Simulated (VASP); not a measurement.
# Be3ZnSe (P6_3mc) in VASP: relaxation of cell and atoms with PBE

Aim: the relaxation of cell and atoms of Be3ZnSe with PBE.

Program: VASP 6.6.1. These are calculated values, not measurements. Logs are shortened: lines on timing, memory, paths and dates and some standing lists are left out, and cuts for length are marked.

**1. The cell of the first run**

The structure is hexagonal, space group P6_3mc (No. 186). The conventional cell has a = 5.833 Å, b = 5.833 Å, c = 5.075 Å, α = 90.00°, β = 90.00°, γ = 120.00°. Within 2.3 Å of Be (site symmetry m) lie 1 Zn at 1.64 Å and 2 Se at 2.03 to 2.24 Å. Within 2.2 Å of Zn (site symmetry 3m) lie 3 Be at 1.64 Å and 1 Se at 2.12 Å. Se (site symmetry 3m) has 6 Be at 2.03 to 2.24 Å and 1 Zn at 2.12 Å within 2.7 Å.

The cell was built from a structure type or drawn by symmetry, and may not be a known phase.

**2. Relaxation of cell and atoms, PBE**

INCAR

```
SYSTEM = Be3ZnSe
PREC = Accurate
ENCUT = 600
EDIFF = 1E-6
ISMEAR = 0
SIGMA = 0.2
LREAL = .False.
LASPH = .True.
NELM = 100
ALGO = Normal
ISIF = 3
LWAVE = .False.
LCHARG = .False.
GGA = PE
IBRION = 2
NSW = 36
EDIFFG = -0.08
```

KPOINTS

```
regular mesh
0
Gamma
  3 3 3
  0 0 0
```

POSCAR

```
Be3ZnSe
1.0
    5.8334508300      0.0000000000      0.0000000000
   -2.9167254200      5.0519166100      0.0000000000
    0.0000000000      0.0000000000      5.0751869400
Be Zn Se
6 2 2
Direct
    0.4873996600      0.5126003400      0.9864589700
    0.4873996600      0.9747993300      0.9864589700
    0.0252006700      0.5126003400      0.9864589700
    0.5126003400      0.4873996600      0.4864589700
    0.5126003400      0.0252006700      0.4864589700
    0.9747993300      0.4873996600      0.4864589700
    0.3333333300      0.6666666700      0.0872598700
    0.6666666700      0.3333333300      0.5872598700
    0.3333333300      0.6666666700      0.6688993100
    0.6666666700      0.3333333300      0.1688993100
```

Potentials or basis: VASP PAW PBE potentials, release 64 (Be, Zn, Se).

On the command line:

```console
cat potpaw_PBE.64/Be/POTCAR potpaw_PBE.64/Zn/POTCAR potpaw_PBE.64/Se/POTCAR > POTCAR
mpirun -np 1 vasp_std > vasp.out
```

OUTCAR:

```text
SYSTEM = Be3ZnSe
   PREC = Accurate
   ENCUT = 600
   EDIFF = 1E-6
   ISMEAR = 0
   LREAL = .False.
   LASPH = .True.
   NELM = 100
   ISIF = 3
   GGA = PE
   IBRION = 2
   NSW = 36
   EDIFFG = -0.08

 ion  position               nearest neighbor table
   1  0.487  0.513  0.986-   7 1.64  10 2.03   9 2.24   8 2.72
   2  0.487  0.975  0.986-   7 1.64  10 2.03   9 2.24   8 2.72
   3  0.025  0.513  0.986-   7 1.64  10 2.03   9 2.24   8 2.72
   4  0.513  0.487  0.486-   8 1.64   9 2.03  10 2.24   7 2.72
   5  0.513  0.025  0.486-   8 1.64   9 2.03  10 2.24   7 2.72
   6  0.975  0.487  0.486-   8 1.64   9 2.03  10 2.24   7 2.72
   7  0.333  0.667  0.087-   3 1.64   2 1.64   1 1.64   9 2.12   6 2.72   5 2.72   4 2.72
   8  0.667  0.333  0.587-   6 1.64   5 1.64   4 1.64  10 2.12   3 2.72   2 2.72   1 2.72
   9  0.333  0.667  0.669-   6 2.03   5 2.03   4 2.03   7 2.12   3 2.24   2 2.24   1 2.24
  10  0.667  0.333  0.169-   3 2.03   2 2.03   1 2.03   8 2.12   6 2.24   5 2.24   4 2.24

  LATTYP: Found a hexagonal cell.
 ALAT       =     5.8334508300
 C/A-ratio  =     0.8700145228

  Lattice vectors:

 A1 = (   5.8334508300,   0.0000000000,   0.0000000000)
 A2 = (  -2.9167254200,   5.0519166100,   0.0000000000)
 A3 = (   0.0000000000,   0.0000000000,   5.0751869400)

Analysis of symmetry for initial positions (statically):
=====================================================================
 Subroutine PRICEL returns:
 Original cell was already a primitive cell.

 Routine SETGRP: Setting up the symmetry group for a
 hexagonal supercell.

 Subroutine GETGRP returns: Found 12 space group operations
 (whereof  6 operations were pure point group operations)
 out of a pool of 24 trial point group operations.

The static configuration has the point symmetry C_3v.
 The point group associated with its full space group is C_6v.

Analysis of symmetry for dynamics (positions and initial velocities):
=====================================================================
 Subroutine PRICEL returns:
 Original cell was already a primitive cell.

 Routine SETGRP: Setting up the symmetry group for a
 hexagonal supercell.

 Subroutine GETGRP returns: Found 12 space group operations
 (whereof  6 operations were pure point group operations)
 out of a pool of 24 trial point group operations.

The dynamic configuration has the point symmetry C_3v.
 The point group associated with its full space group is C_6v.

 Subroutine INISYM returns: Found 12 space group operations
 (whereof  6 operations are pure point group operations),
 and found     1 'primitive' translations

[... 96 lines left out ...]
   NFREE  =      1    steps in history (QN), initial steepest desc. (CG)
   ISIF   =      3    stress and relaxation
   ISYM   =      2    0-nonsym 1-usesym 2-fastsym
   POTIM  = 0.5000    time-step for ionic-motion
   TEBEG  =    0.0;   TEEND  =   0.0 temperature during run
   PSTRESS=    0.0 pullay stress
   NELECT =      48.0000    total number of electrons
   NUPDOWN=      -1.0000    fix difference up-down
   EMIN   =  10.00;   EMAX   =-10.00  energy-range for DOS
   EFERMI =   0.00;   METHOD = LEGACY
   ISMEAR =     0;   SIGMA  =   0.20  broadening in eV -4-tet -1-fermi 0-gaus
   EFERMI_NEDOS =   21; number of points for ismear=-14 and -15
   IALGO  =     38    algorithm
   IMIX   =      4    mixing-type and parameters
     AMIX     =   0.40;   BMIX     =  1.00
     AMIX_MAG =   1.60;   BMIX_MAG =  1.00
  volume/ion in A,a.u.               =      14.96       100.93
  Fermi-wavevector in a.u.,A,eV,Ry     =   1.120841  2.118082 17.092788  1.256284
  Thomas-Fermi vector in A             =   2.257490
   LORBIT       =      0    0 simple, 1 ext, 2 COOP (PROOUT), +10 PAW based schemes
   GGA     = PE    functional components
   LHFCALC =     F    Hartree Fock is set to
   AEXX    =    0.0000 exact exchange contribution
   IVDW    =     0    specifies the selected vdW correction
   LEPSILON=     F    determine dielectric tensor
   LRPA    =     F    only Hartree local field effects (RPA)
 conjugate gradient relaxation of ions
 non-spin polarized calculation
 Gauss-broadening in eV      SIGMA  =   0.20
  energy-cutoff  :      600.00
  volume of cell :      149.57
 maximum number of plane-waves:      5031
 NGX is ok and might be reduce to    48
   NGX = 23   NGY = 23   NGZ = 21

--------------------------------------- Ionic step        1  -------------------------------------------

 number of electron      48.0000018 magnetization

 Free energy of the ion-electron system (eV)
  ---------------------------------------------------
  ext. energy  EPLUGINS =         0.00000000
  ---------------------------------------------------
  free energy    TOTEN  =        -8.78425435 eV

  energy without entropy =       -8.75874394  energy(sigma->0) =       -8.77149914

------------------------ aborting loop because EDIFF is reached ----------------------------------------

  FORCE on cell =-STRESS in cart. coord.  units (eV):
  Direction    XX          YY          ZZ          XY          YZ          ZX
  --------------------------------------------------------------------------------------
  -------------------------------------------------------------------------------------
  Total       52.3045756     52.3045756     38.5105296     -0.0000001      0.0000000      0.0000000
  in kB      560.2946903    560.2946902    412.5307393     -0.0000006      0.0000000      0.0000000
  external PRESSURE =     511.0400399 kB  Pullay stress =       0.0000000 kB
[... 113 lines left out ...]
  FREE ENERGIE OF THE ION-ELECTRON SYSTEM (eV)
  ---------------------------------------------------
  free  energy   TOTEN  =       -23.7044103099 eV

  energy  without entropy=      -23.6778262353  energy(sigma->0) =      -23.69111827

[... ionic steps 4 to 14 ...]

--------------------------------------- Ionic step       15  -------------------------------------------

 number of electron      48.0000052 magnetization

------------------------ aborting loop because EDIFF is reached ----------------------------------------
[... 83 lines left out ...]
--------------------------------------- Ionic step       17  -------------------------------------------

 number of electron      48.0000052 magnetization

 Free energy of the ion-electron system (eV)
  ---------------------------------------------------
  ext. energy  EPLUGINS =         0.00000000
  ---------------------------------------------------
  free energy    TOTEN  =       -24.81193765 eV

  energy without entropy =      -24.78039003  energy(sigma->0) =      -24.79616384

 E-fermi :   2.0935     XC(G=0):  -7.6996

 val. band max:        1.9944774611   @ k =   0.3333  -0.0000   0.0000
 cond. band min:       2.4681856696   @ k =   0.3333  -0.0000   0.0000
 fundamental gap:      0.4737082085
 Fermi energy:         2.0935196164

 k-point     1 :       0.0000    0.0000    0.0000
  band No.  band energies     occupation
      1     -13.3722      2.00000
      2     -13.2264      2.00000
      3      -5.8135      2.00000
      4      -5.8135      2.00000
      5      -5.8101      2.00000
      6      -5.8101      2.00000
[... 224 lines left out ...]
  FREE ENERGIE OF THE ION-ELECTRON SYSTEM (eV)
  ---------------------------------------------------
  free  energy   TOTEN  =       -24.8119376487 eV

  energy  without entropy=      -24.7803900275  energy(sigma->0) =      -24.79616384

 reached required accuracy - stopping structural energy minimisation
```

OSZICAR:

```text
N       E                     dE             d eps       ncg     rms          rms(c)
DAV:   1     0.369472460298E+03    0.36947E+03   -0.23427E+04   360   0.184E+03
DAV:   2     0.317913230036E+02   -0.33768E+03   -0.32463E+03   360   0.409E+02
DAV:   3    -0.999103218434E+01   -0.41782E+02   -0.40005E+02   458   0.141E+02
[... 197 lines left out ...]
DAV:   2    -0.248122003602E+02    0.10444E-03   -0.10037E-02   462   0.125E+00    0.103E-01
DAV:   3    -0.248119987776E+02    0.20158E-03   -0.74638E-04   424   0.353E-01    0.555E-02
DAV:   4    -0.248119390996E+02    0.59678E-04   -0.24600E-04   478   0.130E-01    0.171E-02
DAV:   5    -0.248119374735E+02    0.16261E-05   -0.33084E-05   396   0.387E-02    0.910E-03
DAV:   6    -0.248119376487E+02   -0.17522E-06   -0.38239E-06   378   0.125E-02
  17 F= -.24811938E+02 E0= -.24796164E+02  d E =-.325494E-02
```

It took 20 min on 1 thread of Intel Xeon 8259CL, shared host; peak memory 0.32 GiB.

Results:

```yaml
Free_energy: -24.8119 eV
Relaxed_volume: 21.56 Å³/atom
Relaxed_cell: a = 6.931 Å, b = 6.931 Å, c = 5.182 Å, α = 90.00°, β = 90.00°, γ = 120.00°
Space_group_after_relaxing_to_0.1_Å: P6_3mc (No. 186)
Energy_gained_by_relaxing: 1602.8 meV/atom
Ionic_steps: 17
Pressure_after_relaxing: 0.1 GPa
Largest_force_after_relaxing: 0.058 eV/Å
Band_gap_on_the_k_mesh: zero (bands 24 and 25 overlap by 0.60 eV)
```

Forces in eV/Å, atoms in the order of the input:
```
Be  -0.050  0.029 -0.004
Be   0.000 -0.058 -0.004
Be   0.050  0.029 -0.004
Be   0.050 -0.029 -0.004
Be   0.000  0.058 -0.004
Be  -0.050 -0.029 -0.004
Zn   0.000  0.000  0.042
Zn   0.000  0.000  0.042
Se   0.000  0.000 -0.030
Se   0.000  0.000 -0.030
```

Step by step:
| step | energy change (eV) | largest force (eV/Å) | pressure (GPa) | volume (Å³) |
| --- | --- | --- | --- | --- |
| 1 | 0.0000 | 13.6225 | 51.10 | 149.57 |
| 2 | -12.3764 | 3.1256 | 0.01 | 278.15 |
| 3 | -14.9202 | 1.7418 | 4.03 | 211.00 |
| 4 | -14.9064 | 1.8299 | 3.37 | 215.09 |
| 5 | -14.9171 | 1.7903 | 3.66 | 213.21 |
| 6 | -15.5972 | 0.1400 | -1.36 | 229.85 |
| 7 | -15.6098 | 0.0760 | -1.99 | 233.01 |
| 8 | -15.8208 | 0.2159 | -0.91 | 227.09 |
| 9 | -15.8687 | 0.4081 | 0.06 | 223.28 |
| 10 | -15.8691 | 0.4267 | 0.14 | 222.89 |
| 11 | -15.9037 | 0.3499 | 0.00 | 222.39 |
| 12 | -15.9573 | 0.2989 | 0.04 | 220.86 |
| 13 | -15.9961 | 0.1535 | -0.33 | 220.69 |
| 14 | -16.0120 | 0.0809 | -0.70 | 220.47 |
| 15 | -16.0242 | 0.0939 | 0.00 | 216.35 |
| 16 | -16.0244 | 0.0957 | 0.10 | 215.74 |
| 17 | -16.0277 | 0.0582 | 0.08 | 215.57 |

Final structure:
```yaml
crystal:
  lattice:
    - [6.93065, 0.00000, 0.00000]
    - [-3.46533, 6.00212, 0.00000]
    - [0.00000, 0.00000, 5.18212]
  atoms:
    - { symbol: Be, position: [0.50337, 0.49663, 0.94581] }
    - { symbol: Be, position: [0.50337, 0.00674, 0.94581] }
    - { symbol: Be, position: [0.99326, 0.49663, 0.94581] }
    - { symbol: Be, position: [0.49663, 0.50337, 0.44581] }
    - { symbol: Be, position: [0.49663, 0.99326, 0.44581] }
    - { symbol: Be, position: [0.00674, 0.50337, 0.44581] }
    - { symbol: Zn, position: [0.33333, 0.66667, 0.18610] }
    - { symbol: Zn, position: [0.66667, 0.33333, 0.68610] }
    - { symbol: Se, position: [0.33333, 0.66667, 0.69200] }
    - { symbol: Se, position: [0.66667, 0.33333, 0.19200] }
```

Caveat: the k points lie up to 0.40 Å⁻¹ apart in the final cell, too coarse for converged energies and pressures of a metal; the volume moved by over 15 % at a fixed basis, so the end points are rough; semilocal functionals underestimate gaps, so a narrow gap can read as zero; the relaxation stopped at a loose force limit of 0.08 eV/Å, so its end isn't a converged minimum.
